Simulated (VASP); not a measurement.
# Ta in VASP: further runs

Ta is run at these levels: PBE; tasks: density of states, electric field gradients.

Program: VASP 6.6.1. These are calculated values, not measurements. Logs are shortened: lines on timing, memory, paths and dates and some standing lists are left out, and cuts for length are marked.

### 1 The cell of the first run

Symmetry: Im-3m, No. 229, cubic system. Conventional cell: a = 3.303 Å, b = 3.303 Å, c = 3.303 Å, α = 90.00°, β = 90.00°, γ = 90.00°. Within 3.8 Å of Ta (site symmetry m-3m) lie 14 Ta at 2.86 to 3.30 Å.

### 2 Density of states, PBE

The input, POSCAR:

```
Ta
1.0
   -1.6512800000      1.6512800000      1.6512800000
    1.6512800000     -1.6512800000      1.6512800000
    1.6512800000      1.6512800000     -1.6512800000
Ta
1
Direct
    0.0000000000      0.0000000000      0.0000000000
```

The input, INCAR.step1:

```
SYSTEM = Ta
PREC = Accurate
ENCUT = 520
EDIFF = 1E-6
ISMEAR = -1
SIGMA = 0.08
LREAL = .FALSE.
LASPH = .TRUE.
NELM = 100
ALGO = Normal
ISIF = 2
LWAVE = .FALSE.
LCHARG = .TRUE.
LMAXMIX = 4
GGA = PE
NBANDS = 12
```

The input, KPOINTS.step1:

```
regular mesh
0
G
  17 17 17
  0 0 0
```

The input, INCAR.step2:

```
SYSTEM = Ta
PREC = Accurate
ENCUT = 520
EDIFF = 1E-6
ISMEAR = -5
SIGMA = 0.08
LREAL = .FALSE.
LASPH = .TRUE.
NELM = 100
ALGO = Normal
ISIF = 2
LWAVE = .FALSE.
LCHARG = .FALSE.
LMAXMIX = 4
GGA = PE
LORBIT = 10
NBANDS = 12
NEDOS = 2001
ICHARG = 11
```

The input, KPOINTS.step2:

```
regular mesh
0
G
  26 26 26
  0 0 0
```

Potentials or basis: VASP PAW PBE potentials, release 64 (Ta_pv).

Command:

```sh
$ cat potpaw_PBE.64/Ta_pv/POTCAR > POTCAR
$ cp INCAR.step1 INCAR
$ cp KPOINTS.step1 KPOINTS
$ mpirun -np 1 vasp_std > vasp.out
$ cp INCAR.step2 INCAR
$ cp KPOINTS.step2 KPOINTS
$ mpirun -np 1 vasp_std > vasp.out
```

OUTCAR:

```text
SYSTEM = Ta
   PREC = Accurate
   ENCUT = 520
   EDIFF = 1E-6
   ISMEAR = -5
   LREAL = .FALSE.
   LASPH = .TRUE.
   NELM = 100
   ISIF = 2
   GGA = PE
   LORBIT = 10
   ICHARG = 11

 ion  position               nearest neighbor table
   1  0.000  0.000  0.000-

  LATTYP: Found a body centered cubic cell.
 ALAT       =     3.3025600000

  Lattice vectors:

 A1 = (  -1.6512800000,   1.6512800000,   1.6512800000)
 A2 = (   1.6512800000,  -1.6512800000,   1.6512800000)
 A3 = (   1.6512800000,   1.6512800000,  -1.6512800000)

Analysis of symmetry for initial positions (statically):
=====================================================================
 Subroutine PRICEL returns:
 Original cell was already a primitive cell.

 Routine SETGRP: Setting up the symmetry group for a
 body centered cubic supercell.

 Subroutine GETGRP returns: Found 48 space group operations
[... 9 lines left out ...]

 Routine SETGRP: Setting up the symmetry group for a
 body centered cubic supercell.

 Subroutine GETGRP returns: Found 48 space group operations
[... 11 lines left out ...]
                                     Primitive cell

  volume of cell :      18.0104

  direct lattice vectors                    reciprocal lattice vectors
    -1.651280000  1.651280000  1.651280000     0.000000000  0.302795407  0.302795407
     1.651280000 -1.651280000  1.651280000     0.302795407  0.000000000  0.302795407
     1.651280000  1.651280000 -1.651280000     0.302795407  0.302795407  0.000000000

  length of vectors
     2.860100858  2.860100858  2.860100858     0.428217371  0.428217371  0.428217371

  position of ions in fractional coordinates (direct lattice)
     0.000000000  0.000000000  0.000000000

  ion indices of the primitive-cell ions
   primitive index   ion index
                 1           1

----------------------------------------------------------------------------------------

 KPOINTS: regular mesh

Automatic generation of k-mesh.
 Grid dimensions read from file:
 generate k-points for:   26   26   26

 Generating k-lattice:

  Cartesian coordinates                     Fractional coordinates (reciprocal lattice)
     0.000000000  0.011645977  0.011645977     0.038461538  0.000000000  0.000000000
     0.011645977  0.000000000  0.011645977     0.000000000  0.038461538  0.000000000
     0.011645977  0.011645977  0.000000000     0.000000000  0.000000000  0.038461538

  Length of vectors
     0.016469899  0.016469899  0.016469899

  Shift w.r.t. Gamma in fractional coordinates (k-lattice)
     0.000000000  0.000000000  0.000000000

 TETIRR: Found  21036 inequivalent tetrahedra from   105456

 Subroutine IBZKPT returns following result:
 ===========================================

 Found    511 irreducible k-points:

 Following reciprocal coordinates:
            Coordinates               Weight
  0.000000  0.000000  0.000000      1.000000
  0.038462  0.000000  0.000000     12.000000
  0.076923  0.000000  0.000000     12.000000
  0.115385  0.000000  0.000000     12.000000
  0.153846  0.000000  0.000000     12.000000
  0.192308  0.000000  0.000000     12.000000
[... 16 lines left out ...]
  0.346154  0.038462  0.000000     48.000000
  0.384615  0.038462  0.000000     48.000000
 [... further k-points ...]
   k-points           NKPTS =    511   k-points in BZ     NKDIM =    511   number of bands    NBANDS=     12
   number of dos      NEDOS =   2001   number of ions     NIONS =      1
   total plane-waves  NPLWV =  13824
   dimension x,y,z NGX =    24 NGY =   24 NGZ =   24
   dimension x,y,z NGXF=    48 NGYF=   48 NGZF=   48
   ions per type =               1
   NGX,Y,Z   is equivalent  to a cutoff of  13.95, 13.95, 13.95 a.u.
   NGXF,Y,Z  is equivalent  to a cutoff of  27.90, 27.90, 27.90 a.u.
 SYSTEM =  Ta
   PREC   = accura    normal or accurate (medium, high low for compatibility)
   ISTART =      0    job   : 0-new  1-cont  2-samecut
   ICHARG =     11    charge: 1-file 2-atom 10-const
   ISPIN  =      1    spin polarized calculation?
   LNONCOLLINEAR =      F non collinear calculations
   LSORBIT =      F    spin-orbit coupling
   LASPH  =      T    aspherical Exc in radial PAW
   ENCUT  =  520.0 eV  38.22 Ry    6.18 a.u.   5.32  5.32  5.32*2*pi/ulx,y,z
   NELM   =    100;   NELMIN=  2; NELMDL=  0     # of ELM steps
   EDIFF  = 0.1E-05   stopping-criterion for ELM
   LREAL  =      F    real-space projection
   EDIFFG = 0.1E-04   stopping-criterion for IOM
   NSW    =      0    number of steps for IOM
   IBRION =     -1    ionic relax: 0-MD 1-quasi-New 2-CG
   NFREE  =      0    steps in history (QN), initial steepest desc. (CG)
   ISIF   =      2    stress and relaxation
   ISYM   =      2    0-nonsym 1-usesym 2-fastsym
   POTIM  = 0.5000    time-step for ionic-motion
   TEBEG  =    0.0;   TEEND  =   0.0 temperature during run
   PSTRESS=    0.0 pullay stress
   NELECT =      11.0000    total number of electrons
   NUPDOWN=      -1.0000    fix difference up-down
   EMIN   =  10.00;   EMAX   =-10.00  energy-range for DOS
   EFERMI =   0.00;   METHOD = LEGACY
   ISMEAR =    -5;   SIGMA  =   0.08  broadening in eV -4-tet -1-fermi 0-gaus
   EFERMI_NEDOS =   21; number of points for ismear=-14 and -15
   IALGO  =     38    algorithm
   IMIX   =      4    mixing-type and parameters
     AMIX     =   0.40;   BMIX     =  1.00
     AMIX_MAG =   1.60;   BMIX_MAG =  1.00
  volume/ion in A,a.u.               =      18.01       121.54
  Fermi-wavevector in a.u.,A,eV,Ry     =   1.388988  2.624806 26.249534  1.929286
  Thomas-Fermi vector in A             =   2.513061
   LORBIT       =     10    0 simple, 1 ext, 2 COOP (PROOUT), +10 PAW based schemes
   GGA     = PE    functional components
   LHFCALC =     F    Hartree Fock is set to
   AEXX    =    0.0000 exact exchange contribution
   IVDW    =     0    specifies the selected vdW correction
   LEPSILON=     F    determine dielectric tensor
   LRPA    =     F    only Hartree local field effects (RPA)
 non-spin polarized calculation
 Fermi weights with tetrahedron method with Bloechl corrections
  energy-cutoff  :      520.00
  volume of cell :       18.01
 maximum number of plane-waves:       496
 NGX is ok and might be reduce to    24

 number of electron      11.0000002 magnetization

 Free energy of the ion-electron system (eV)
  ---------------------------------------------------
  ext. energy  EPLUGINS =         0.00000000
  ---------------------------------------------------
  free energy    TOTEN  =       -11.80973348 eV

  energy without entropy =      -11.80973348  energy(sigma->0) =      -11.80973348

 E-fermi :   5.4733     XC(G=0): -12.6183

 val. band max:        5.5153834418   @ k =  -0.2308   0.2308   0.1154
 cond. band min:       5.4800965461   @ k =   0.1154   0.1154   0.0000
 fundamental gap:     -0.0352868957
 Fermi energy:         5.4732908422

 k-point     1 :       0.0000    0.0000    0.0000
  band No.  band energies     occupation
      1     -27.5832      2.00000
      2     -27.5832      2.00000
      3     -27.5832      2.00000
      4      -2.4298      2.00000
      5       6.2224      0.00000
      6       6.2224      0.00000
      7       6.2224      0.00000
      8       9.4958      0.00000
      9       9.4958      0.00000
     10      20.1860      0.00000
     11      20.4979      0.00000
     12      20.4979      0.00000

 k-point     2 :       0.0385    0.0000    0.0000
  band No.  band energies     occupation
      1     -27.6019      2.00000
      2     -27.5889      2.00000
      3     -27.5833      2.00000
      4      -2.3632      2.00000
      5       6.1785      0.00000
      6       6.2109      0.00000
      7       6.2873      0.00000
      8       9.4208      0.00000
      9       9.4955      0.00000
     10      20.1859      0.00000
     11      20.5594      0.00000
     12      20.6148      0.00000

 k-point     3 :       0.0769    0.0000    0.0000
  band No.  band energies     occupation
      1     -27.6563      2.00000
      2     -27.6057      2.00000
      3     -27.5836      2.00000
      4      -2.1664      2.00000
      5       6.0520      0.00000
      6       6.1686      0.00000
      7       6.4812      0.00000
      8       9.2307      0.00000
      9       9.4968      0.00000
     10      20.1857      0.00000
     11      20.7310      0.00000
     12      20.9598      0.00000

 k-point     4 :       0.1154    0.0000    0.0000
  band No.  band energies     occupation
      1     -27.7427      2.00000
      2     -27.6325      2.00000
      3     -27.5841      2.00000
      4      -1.8495      2.00000
      5       5.8578      0.00000
      6       6.0757      0.00000
      7       6.8012      0.00000
      8       9.0100      0.00000
      9       9.5047      0.00000
     10      20.1855      0.00000
     11      20.9679      0.00000
     12      21.5166      0.00000

 k-point     5 :       0.1538    0.0000    0.0000
  band No.  band energies     occupation
      1     -27.8547      2.00000
      2     -27.6675      2.00000
      3     -27.5847      2.00000
      4      -1.4299      2.00000
      5       5.6156     -0.02935
      6       5.9153      0.00000
      7       7.2425      0.00000
      8       8.8479      0.00000
      9       9.5263      0.00000
     10      20.1851      0.00000
     11      21.1773      0.00000
     12      22.2631      0.00000
[... 228 lines left out ...]
      1     -28.3363      2.00000
      2     -27.8228      2.00000
      3     -27.5947      2.00000
      4       0.3949      2.00000
      5       4.6792      2.00000
      6       5.2810      2.00343
      7       8.9839      0.00000
      8       9.6878      0.00000
      9       9.8616      0.00000
     10      20.0361      0.00000
     11      20.1811      0.00000
     12      21.3004      0.00000

 k-point    22 :       0.3077    0.0385   -0.0000
  band No.  band energies     occupation
      1     -28.4619      2.00000
      2     -27.8662      2.00000
      3     -27.5956      2.00000
      4       0.7721      2.00000
      5       4.4523      2.00000
      6       5.3915      1.79769
      7       9.1654      0.00000
      8       9.9853      0.00000
      9      10.5300      0.00000
     10      19.3114      0.00000
     11      20.0860      0.00000
     12      20.3249      0.00000

 k-point    23 :       0.3462    0.0385    0.0000
  band No.  band energies     occupation
      1     -28.5706      2.00000
      2     -27.9041      2.00000
      3     -27.5964      2.00000
      4       1.0061      2.00000
      5       4.2620      2.00000
      6       5.7033     -0.10743
      7       9.3219      0.00000
      8      10.1177      0.00000
      9      11.3915      0.00000
     10      18.6275      0.00000
     11      19.1874      0.00000
     12      20.2035      0.00000

 k-point    24 :       0.3846    0.0385    0.0000
  band No.  band energies     occupation
      1     -28.6569      2.00000
      2     -27.9344      2.00000
      3     -27.5971      2.00000
      4       1.1162      2.00000
      5       4.1143      2.00000
      6       6.1563     -0.00347
      7       9.4084      0.00000
      8      10.2522      0.00000
      9      12.2106      0.00000
     10      18.0277      0.00000
     11      18.3450      0.00000
     12      20.1969      0.00000

 [... further k-points ...]
[... 5 lines left out ...]
  --------------------------------------------------------------------------------------
  -------------------------------------------------------------------------------------
  Total        0.3389354      0.3389354      0.3389354      0.0000000     -0.0000000     -0.0000000
  in kB       30.1512540     30.1512540     30.1512540      0.0000000     -0.0000000     -0.0000000
  external PRESSURE =      30.1512540 kB  Pullay stress =       0.0000000 kB

 VOLUME and BASIS-vectors are now :
 -----------------------------------------------------------------------------
  energy-cutoff  :      520.00
  volume of cell :       18.01
      direct lattice vectors                 reciprocal lattice vectors
    -1.651280000  1.651280000  1.651280000     0.000000000  0.302795407  0.302795407
     1.651280000 -1.651280000  1.651280000     0.302795407  0.000000000  0.302795407
     1.651280000  1.651280000 -1.651280000     0.302795407  0.302795407  0.000000000

 POSITION                                       TOTAL-FORCE (eV/Angst)
 -----------------------------------------------------------------------------------
      0.00000      0.00000      0.00000         0.000000      0.000000      0.000000
 -----------------------------------------------------------------------------------
    total drift:                               -0.000000     -0.000000      0.000000

  FREE ENERGIE OF THE ION-ELECTRON SYSTEM (eV)
  ---------------------------------------------------
  free  energy   TOTEN  =       -11.8097334770 eV

  energy  without entropy=      -11.8097334770  energy(sigma->0) =      -11.80973348

 total charge

# of ion       s       p       d       tot
------------------------------------------
    1        0.372   6.171   2.391   8.933
```

Run time: 28 s. Hardware: 1 thread of Intel Xeon 6975P-C (Granite Rapids), shared host; peak memory 0.26 GiB.

What came out:

```
Valence electrons inside the program's atomic spheres : Ta 8.93
```

Caveat: spin-orbit coupling is left out, which moves the levels of the heavy elements; tetrahedron occupations give inexact forces and stress in metals.

(Continued in part 2 of 2.)
